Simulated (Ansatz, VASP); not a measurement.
## NbSi2: VASP beside Ansatz

Contents of INCAR:

```
SYSTEM = NbSi2
  PREC = Accurate
  ENCUT = 520
  EDIFF = 1E-7
  ISMEAR = -1
  SIGMA = 0.05
  LREAL = .FALSE.
  LASPH = .TRUE.
  NELM = 80
  ALGO = Normal
  ISIF = 2
  LWAVE = .FALSE.
  LCHARG = .TRUE.
  LELF = .TRUE.
  LVHAR = .TRUE.
  NBANDS = 42
```

KPOINTS

```
regular mesh
0
G
  7 7 4
  0 0 0
```

The input POSCAR:

```
NbSi2
1.0
    4.7940000000      0.0000000000      0.0000000000
   -2.3970000000      4.1517257857      0.0000000000
    0.0000000000      0.0000000000      6.5890000000
Nb Si
3 6
Direct
    0.0000000000      0.5000000000      0.3333333333
    0.5000000000      0.5000000000      0.6666666667
    0.5000000000      0.0000000000      0.0000000000
    0.3340000000      0.1670000000      0.3333333333
    0.1670000000      0.8330000000      0.6666666667
    0.8330000000      0.6660000000      0.0000000000
    0.6660000000      0.8330000000      0.3333333333
    0.8330000000      0.1670000000      0.6666666667
    0.1670000000      0.3340000000      0.0000000000
```

The input input.yaml:

```yaml
crystal:
  lattice:
    - [4.794, 0.0, 0.0]
    - [-2.397, 4.1517257857, 0.0]
    - [0.0, 0.0, 6.589]
  atoms:
    - { symbol: Nb, position: [0.0, 0.5, 0.3333333333] }
    - { symbol: Nb, position: [0.5, 0.5, 0.6666666667] }
    - { symbol: Nb, position: [0.5, 0.0, 0.0] }
    - { symbol: Si, position: [0.334, 0.167, 0.3333333333] }
    - { symbol: Si, position: [0.167, 0.833, 0.6666666667] }
    - { symbol: Si, position: [0.833, 0.666, 0.0] }
    - { symbol: Si, position: [0.666, 0.833, 0.3333333333] }
    - { symbol: Si, position: [0.833, 0.167, 0.6666666667] }
    - { symbol: Si, position: [0.167, 0.334, 0.0] }
kpoints:
  mp_grid: { grid: [7, 7, 4] }
  band_path:
    path:
      - [0.0, 0.0, 0.0]
      - [0.5, 0.0, 0.0]
      - [0.3333333333, 0.3333333333, 0.0]
      - [0.0, 0.0, 0.0]
      - [0.0, 0.0, 0.5]
      - [0.5, 0.0, 0.5]
      - [0.3333333333, 0.3333333333, 0.5]
      - [0.0, 0.0, 0.5]
    npoints: 12
scf:
  occupations: { method: fermi_dirac, width: 0.05 }
hamiltonian:
  xc: lda
  pseudopotentials: { kind: all_electron, lapw: { basis_error: 0.002 } }
output:
  forces: true
  stress: true
  eigenvalues: true
```

Alike in both runs: functional LDA; k mesh 7 × 7 × 4; occupations fermi-dirac, width 0.05 eV; no spin polarisation.

|  | VASP | Ansatz |
| --- | --- | --- |
| version | VASP 6.6.1 | Ansatz 0.2.0 |
| potentials or method | VASP PAW LDA potentials, release 64 (Nb_sv, Si), cutoff 520 eV | all-electron LAPW, scalar-relativistic |
| task | single point | band structure |

```csv
,VASP,Ansatz,Ansatz less VASP
gap on the k mesh at the Fermi level (eV),none,none,-
pressure (GPa),-4.8,-4.8,-0.01
"traceless stress, the component that is largest in VASP (GPa)",1.13,1.09,-0.038
rms of the force components (eV/Å),0.306,0.306,-0.0002
```

LDA's correlation is that of Perdew and Zunger in VASP and of Perdew and Wang (1992) in Ansatz. Atom by atom the forces differ by 0.000 eV/Å (rms over components). A gap of «none» marks a metal or a gap that the smearing closes. Ansatz ran all-electron here, and VASP with PAW potentials.
